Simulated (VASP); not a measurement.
# SiC (P6_3mc) in VASP: further runs

Aim: see how the results for SiC move with the level of theory and the settings. Levels: PBEsol, RPBE, revPBE, PBE. Tasks: single point, equation of state.

Everything below comes from runs of VASP 6.6.1. Logs are shortened: lines on timing, memory, paths and dates and some standing lists are left out, and cuts for length are marked.

## (1) The cell of the first run

Symmetry: P6_3mc, No. 186, hexagonal system. Conventional cell: a = 3.076 Å, b = 3.076 Å, c = 5.048 Å, α = 90.00°, β = 90.00°, γ = 120.00°. Si (site symmetry 3m) has 4 C at 1.87 to 1.94 Å within 2.5 Å. Within 2.5 Å of C (site symmetry 3m) lie 4 Si at 1.87 to 1.94 Å.

## (2) Single point, PBEsol

File POSCAR:

```
SiC
1.0
    3.0760000000      0.0000000000      0.0000000000
   -1.5380000000      2.6638941420      0.0000000000
    0.0000000000      0.0000000000      5.0480000000
Si C
2 2
Direct
    0.6666666667      0.3333333333      0.5000000000
    0.3333333333      0.6666666667      0.0000000000
    0.6666666667      0.3333333333      0.8850000000
    0.3333333333      0.6666666667      0.3850000000
```

File INCAR.step1:

```
SYSTEM = SiC
  ALGO = Normal
  EDIFF = 1E-6
  ENCUT = 520
  GGA = PS
  ISIF = 2
  ISMEAR = -1
  LASPH = .TRUE.
  LCHARG = .TRUE.
  LREAL = .FALSE.
  LWAVE = .FALSE.
  NBANDS = 16
  NELM = 80
  PREC = Accurate
  SIGMA = 0.05
```

File KPOINTS.step1:

```
k-points
0
G
  6 6 3
  0 0 0
```

File INCAR.step2:

```
SYSTEM = SiC
  ALGO = Normal
  EDIFF = 1E-6
  ENCUT = 520
  GGA = PS
  ICHARG = 11
  ISIF = 2
  ISMEAR = -5
  LASPH = .TRUE.
  LCHARG = .FALSE.
  LORBIT = 11
  LREAL = .FALSE.
  LWAVE = .FALSE.
  NEDOS = 2001
  NELM = 80
  PREC = Accurate
  SIGMA = 0.05
```

File KPOINTS.step2:

```
k-points
0
G
  9 9 5
  0 0 0
```

Potentials or basis: VASP PAW PBE potentials, release 64 (Si, C).

Launch:

```bash
$ cat potpaw_PBE.64/Si/POTCAR potpaw_PBE.64/C/POTCAR > POTCAR
$ cp INCAR.step1 INCAR
$ cp KPOINTS.step1 KPOINTS
$ mpirun -np 1 vasp_std > vasp.out
$ cp INCAR.step2 INCAR
$ cp KPOINTS.step2 KPOINTS
$ mpirun -np 1 vasp_std > vasp.out
```

OUTCAR:

```text
SYSTEM = SiC
   EDIFF = 1E-6
   ENCUT = 520
   GGA = PS
   ICHARG = 11
   ISIF = 2
   ISMEAR = -5
   LASPH = .TRUE.
   LORBIT = 11
   LREAL = .FALSE.
   NELM = 80
   PREC = Accurate

 ion  position               nearest neighbor table
   1  0.667  0.333  0.500-   4 1.87   4 1.87   4 1.87   3 1.94   2 3.09   2 3.09   2 3.09   2 3.09
                             2 3.09   2 3.09
   2  0.333  0.667  0.000-   3 1.87   3 1.87   3 1.87   4 1.94   1 3.09   1 3.09   1 3.09   1 3.09
                             1 3.09   1 3.09
   3  0.667  0.333  0.885-   2 1.87   2 1.87   2 1.87   1 1.94
   4  0.333  0.667  0.385-   1 1.87   1 1.87   1 1.87   2 1.94

  LATTYP: Found a hexagonal cell.
 ALAT       =     3.0760000000
 C/A-ratio  =     1.6410923277

  Lattice vectors:

 A1 = (   3.0760000000,   0.0000000000,   0.0000000000)
 A2 = (  -1.5380000000,   2.6638941420,   0.0000000000)
 A3 = (   0.0000000000,   0.0000000000,   5.0480000000)

Analysis of symmetry for initial positions (statically):
=====================================================================
 Subroutine PRICEL returns:
 Original cell was already a primitive cell.

 Routine SETGRP: Setting up the symmetry group for a
 hexagonal supercell.

 Subroutine GETGRP returns: Found 12 space group operations
 (whereof  6 operations were pure point group operations)
 out of a pool of 24 trial point group operations.

The static configuration has the point symmetry C_3v.
 The point group associated with its full space group is C_6v.

Analysis of symmetry for dynamics (positions and initial velocities):
=====================================================================
 Subroutine PRICEL returns:
 Original cell was already a primitive cell.

 Routine SETGRP: Setting up the symmetry group for a
 hexagonal supercell.

 Subroutine GETGRP returns: Found 12 space group operations
 (whereof  6 operations were pure point group operations)
 out of a pool of 24 trial point group operations.

The dynamic configuration has the point symmetry C_3v.
 The point group associated with its full space group is C_6v.

 Subroutine INISYM returns: Found 12 space group operations
 (whereof  6 operations are pure point group operations),
 and found     1 'primitive' translations

----------------------------------------------------------------------------------------

                                     Primitive cell

  volume of cell :      41.3640

  direct lattice vectors                    reciprocal lattice vectors
     3.076000000  0.000000000  0.000000000     0.325097529  0.187695146  0.000000000
    -1.538000000  2.663894142  0.000000000     0.000000000  0.375390292  0.000000000
     0.000000000  0.000000000  5.048000000     0.000000000  0.000000000  0.198098257

  length of vectors
     3.076000000  3.076000000  5.048000000     0.375390292  0.375390292  0.198098257

  position of ions in fractional coordinates (direct lattice)
     0.666666667  0.333333333  0.500000000
     0.333333333  0.666666667  0.000000000
     0.666666667  0.333333333  0.885000000
     0.333333333  0.666666667  0.385000000

  ion indices of the primitive-cell ions
   primitive index   ion index
                 1           1
                 2           2
                 3           3
                 4           4

----------------------------------------------------------------------------------------

 KPOINTS: k-points

Automatic generation of k-mesh.
 Grid dimensions read from file:
 generate k-points for:    9    9    5

 Generating k-lattice:

  Cartesian coordinates                     Fractional coordinates (reciprocal lattice)
     0.036121948  0.020855016  0.000000000     0.111111111  0.000000000  0.000000000
     0.000000000  0.041710032  0.000000000     0.000000000  0.111111111  0.000000000
     0.000000000  0.000000000  0.039619651     0.000000000  0.000000000  0.200000000

  Length of vectors
     0.041710032  0.041710032  0.039619651

  Shift w.r.t. Gamma in fractional coordinates (k-lattice)
     0.000000000  0.000000000  0.000000000

 TETIRR: Found    371 inequivalent tetrahedra from     2430

 Subroutine IBZKPT returns following result:
 ===========================================

 Found     36 irreducible k-points:

 Following reciprocal coordinates:
            Coordinates               Weight
  0.000000  0.000000  0.000000      1.000000
  0.111111  0.000000  0.000000      6.000000
  0.222222  0.000000  0.000000      6.000000
  0.333333 -0.000000  0.000000      6.000000
  0.444444  0.000000  0.000000      6.000000
  0.111111  0.111111  0.000000      6.000000
[... 16 lines left out ...]
  0.333333  0.222222  0.200000     24.000000
  0.333333  0.333333  0.200000      4.000000
 [... further k-points ...]
   k-points           NKPTS =     36   k-points in BZ     NKDIM =     36   number of bands    NBANDS=     12
   number of dos      NEDOS =   2001   number of ions     NIONS =      4
   total plane-waves  NPLWV =  23040
   dimension x,y,z NGX =    24 NGY =   24 NGZ =   40
   dimension x,y,z NGXF=    48 NGYF=   48 NGZF=   80
   ions per type =               2   2
   NGX,Y,Z   is equivalent  to a cutoff of  12.97, 12.97, 13.17 a.u.
   NGXF,Y,Z  is equivalent  to a cutoff of  25.94, 25.94, 26.35 a.u.
 SYSTEM =  SiC
   PREC   = accura    normal or accurate (medium, high low for compatibility)
   ISTART =      0    job   : 0-new  1-cont  2-samecut
   ICHARG =     11    charge: 1-file 2-atom 10-const
   ISPIN  =      1    spin polarized calculation?
   LNONCOLLINEAR =      F non collinear calculations
   LSORBIT =      F    spin-orbit coupling
   LASPH  =      T    aspherical Exc in radial PAW
   ENCUT  =  520.0 eV  38.22 Ry    6.18 a.u.   5.72  5.72  9.39*2*pi/ulx,y,z
   NELM   =     80;   NELMIN=  2; NELMDL=  0     # of ELM steps
   EDIFF  = 0.1E-05   stopping-criterion for ELM
   LREAL  =      F    real-space projection
   EDIFFG = 0.1E-04   stopping-criterion for IOM
   NSW    =      0    number of steps for IOM
   IBRION =     -1    ionic relax: 0-MD 1-quasi-New 2-CG
   NFREE  =      0    steps in history (QN), initial steepest desc. (CG)
   ISIF   =      2    stress and relaxation
   ISYM   =      2    0-nonsym 1-usesym 2-fastsym
   POTIM  = 0.5000    time-step for ionic-motion
   TEBEG  =    0.0;   TEEND  =   0.0 temperature during run
   PSTRESS=    0.0 pullay stress
   NELECT =      16.0000    total number of electrons
   NUPDOWN=      -1.0000    fix difference up-down
   EMIN   =  10.00;   EMAX   =-10.00  energy-range for DOS
   EFERMI =   0.00;   METHOD = LEGACY
   ISMEAR =    -5;   SIGMA  =   0.05  broadening in eV -4-tet -1-fermi 0-gaus
   EFERMI_NEDOS =   21; number of points for ismear=-14 and -15
   IALGO  =     38    algorithm
   IMIX   =      4    mixing-type and parameters
     AMIX     =   0.40;   BMIX     =  1.00
     AMIX_MAG =   1.60;   BMIX_MAG =  1.00
  volume/ion in A,a.u.               =      10.34        69.78
  Fermi-wavevector in a.u.,A,eV,Ry     =   1.192817  2.254098 19.358549  1.422813
  Thomas-Fermi vector in A             =   2.328847
   LORBIT       =     11    0 simple, 1 ext, 2 COOP (PROOUT), +10 PAW based schemes
   GGA     = PS    functional components
   LHFCALC =     F    Hartree Fock is set to
   AEXX    =    0.0000 exact exchange contribution
   IVDW    =     0    specifies the selected vdW correction
   LEPSILON=     F    determine dielectric tensor
   LRPA    =     F    only Hartree local field effects (RPA)
 non-spin polarized calculation
 Fermi weights with tetrahedron method with Bloechl corrections
  energy-cutoff  :      520.00
  volume of cell :       41.36
 maximum number of plane-waves:      1127
 NGX is ok and might be reduce to    24

 number of electron      16.0000000 magnetization

 Free energy of the ion-electron system (eV)
  ---------------------------------------------------
  ext. energy  EPLUGINS =         0.00000000
  ---------------------------------------------------
  free energy    TOTEN  =       -31.78560319 eV

  energy without entropy =      -31.78560319  energy(sigma->0) =      -31.78560319

 E-fermi :   8.3720     XC(G=0): -11.4962

 val. band max:        8.3606170232   @ k =   0.0000   0.0000   0.0000
 cond. band min:      10.5162129790   @ k =   0.3333   0.3333   0.0000
 fundamental gap:      2.1555959558
 Fermi energy:         8.3720369718

 k-point     1 :       0.0000    0.0000    0.0000
  band No.  band energies     occupation
      1      -7.3835      2.00000
      2      -3.8425      2.00000
      3      -0.4000      2.00000
      4       6.8033      2.00000
      5       6.8033      2.00000
      6       8.0901      2.00000
      7       8.0901      2.00000
      8       8.3606      2.00000
      9      12.9260      0.00000
     10      14.3308      0.00000
     11      14.7911      0.00000
     12      14.7912      0.00000

 k-point     2 :       0.1111    0.0000    0.0000
  band No.  band energies     occupation
      1      -7.1684      2.00000
      2      -3.6579      2.00000
      3      -0.1995      2.00000
      4       5.6707      2.00000
      5       6.4498      2.00000
      6       7.3189      2.00000
      7       7.9611      2.00000
      8       8.2058      2.00000
      9      13.3732      0.00000
     10      14.4069      0.00000
     11      14.8857      0.00000
     12      15.2605      0.00000
[... 301 lines left out ...]
 k-point    23 :       0.3333    0.2222    0.2000
  band No.  band energies     occupation
      1      -3.6257      2.00000
      2      -2.3341      2.00000
      3       0.4925      2.00000
      4       1.6337      2.00000
      5       2.5125      2.00000
      6       4.2516      2.00000
      7       4.5465      2.00000
      8       5.8910      2.00000
      9      11.7223      0.00000
     10      14.3912      0.00000
     11      14.7419      0.00000
     12      15.8520      0.00000

 k-point    24 :       0.3333    0.3333    0.2000
  band No.  band energies     occupation
      1      -2.7350      2.00000
      2      -2.7350      2.00000
      3       1.2265      2.00000
      4       1.2266      2.00000
      5       1.5294      2.00000
      6       3.7550      2.00000
      7       5.1535      2.00000
      8       5.1535      2.00000
      9      11.3183      0.00000
     10      15.1539      0.00000
     11      15.1539      0.00000
     12      16.0525      0.00000

 [... further k-points ...]
[... 5 lines left out ...]
  --------------------------------------------------------------------------------------
  -------------------------------------------------------------------------------------
  Total        0.5456604      0.5456604     -0.7395058      0.0000000      0.0000000      0.0000000
  in kB       21.1353944     21.1353944    -28.6437273      0.0000000      0.0000000      0.0000000
  external PRESSURE =       4.5423538 kB  Pullay stress =       0.0000000 kB

 VOLUME and BASIS-vectors are now :
 -----------------------------------------------------------------------------
  energy-cutoff  :      520.00
  volume of cell :       41.36
      direct lattice vectors                 reciprocal lattice vectors
     3.076000000  0.000000000  0.000000000     0.325097529  0.187695146  0.000000000
    -1.538000000  2.663894142  0.000000000     0.000000000  0.375390292  0.000000000
     0.000000000  0.000000000  5.048000000     0.000000000  0.000000000  0.198098257

 POSITION                                       TOTAL-FORCE (eV/Angst)
 -----------------------------------------------------------------------------------
      1.53800      0.88796      2.52400         0.000000     -0.000000      0.751484
     -0.00000      1.77593      0.00000        -0.000000      0.000000      0.751484
      1.53800      0.88796      4.46748        -0.000000      0.000000     -0.751484
     -0.00000      1.77593      1.94348         0.000000     -0.000000     -0.751484
 -----------------------------------------------------------------------------------
    total drift:                                0.000000      0.000000      0.001209

  FREE ENERGIE OF THE ION-ELECTRON SYSTEM (eV)
  ---------------------------------------------------
  free  energy   TOTEN  =       -31.7856031934 eV

  energy  without entropy=      -31.7856031934  energy(sigma->0) =      -31.78560319

 total charge

# of ion       s       p       d       tot
------------------------------------------
    1        0.710   0.969   0.000   1.679
    2        0.710   0.969   0.000   1.679
    3        0.833   1.702   0.000   2.535
    4        0.833   1.702   0.000   2.535
--------------------------------------------------
tot          3.087   5.343   0.000   8.429
```

It took 18 s on 1 thread of Intel Xeon 8259CL, shared host; peak memory 0.15 GiB.

Results:

```yaml
Valence_electrons_inside_the_program's_atomic_spheres: Si 1.68; C 2.54
```

Levels at points of the mesh, in eV from the valence-band top:
| k point | band 4 | band 5 | band 6 | band 7 | band 8 | band 9 | band 10 | band 11 | band 12 |
| --- | --- | --- | --- | --- | --- | --- | --- | --- | --- |
| (0.00, 0.00, 0.00) | -1.56 | -1.56 | -0.27 | -0.27 | 0.00 | 4.57 | 5.97 | 6.43 | 6.43 |

Caveat: the PAW data sets were made with another functional, which shifts forces and pressure a little.

## (3) Single point, RPBE

POSCAR is that of step 2.

File INCAR.step1:

```
SYSTEM = SiC
PREC     = Accurate       ! precision mode
ENCUT    = 520            ! plane-wave cutoff, eV
EDIFF    = 1E-7           ! SCF threshold, eV
ISMEAR   = -1             ! smearing method
SIGMA    = 0.05           ! smearing width, eV
LREAL    = .FALSE.        ! projectors in reciprocal space
LASPH    = .TRUE.         ! aspherical terms in the spheres
NELM     = 60             ! most SCF steps
ALGO     = Normal         ! electronic algorithm
ISIF     = 2              ! what is computed and relaxed
LWAVE    = .FALSE.        ! write WAVECAR
LCHARG   = .TRUE.         ! write CHGCAR
GGA      = RP             ! functional
NBANDS   = 16             ! bands
```

File KPOINTS.step1:

```
Automatic mesh
0
G
  6 6 3
  0 0 0
```

File INCAR.step2:

```
SYSTEM = SiC
PREC     = Accurate       ! precision mode
ENCUT    = 520            ! plane-wave cutoff, eV
EDIFF    = 1E-7           ! SCF threshold, eV
ISMEAR   = -5             ! smearing method
SIGMA    = 0.05           ! smearing width, eV
LREAL    = .FALSE.        ! projectors in reciprocal space
LASPH    = .TRUE.         ! aspherical terms in the spheres
NELM     = 60             ! most SCF steps
ALGO     = Normal         ! electronic algorithm
ISIF     = 2              ! what is computed and relaxed
LWAVE    = .FALSE.        ! write WAVECAR
LCHARG   = .FALSE.        ! write CHGCAR
GGA      = RP             ! functional
LORBIT   = 11             ! projections on sites
NEDOS    = 2001           ! points of the DOS
ICHARG   = 11             ! starting density
```

File KPOINTS.step2:

```
Automatic mesh
0
G
  9 9 5
  0 0 0
```

Potentials or basis: VASP PAW PBE potentials, release 64 (Si, C).

Launch:

```bash
$ cat potpaw_PBE.64/Si/POTCAR potpaw_PBE.64/C/POTCAR > POTCAR
$ cp INCAR.step1 INCAR
$ cp KPOINTS.step1 KPOINTS
$ mpirun -np 1 vasp_std > vasp.out
$ cp INCAR.step2 INCAR
$ cp KPOINTS.step2 KPOINTS
$ mpirun -np 1 vasp_std > vasp.out
```

Run time: 24 s. Hardware: 1 thread of Intel Xeon 8259CL, shared host; peak memory 0.15 GiB.

The run converged. Its results:

| Item | Value |
| --- | --- |
| Valence electrons inside the program's atomic spheres | Si 1.68; C 2.56 |

Levels at points of the mesh, in eV from the valence-band top:
| k point | band 6 | band 7 | band 8 | band 9 | band 10 | band 11 |
| --- | --- | --- | --- | --- | --- | --- |
| (0.00, 0.00, 0.00) | -0.28 | -0.28 | 0.00 | 4.66 | 6.05 | 6.54 |

Caveat: the PAW data sets were made with another functional, which shifts forces and pressure a little.

[end of part 1 of 2]
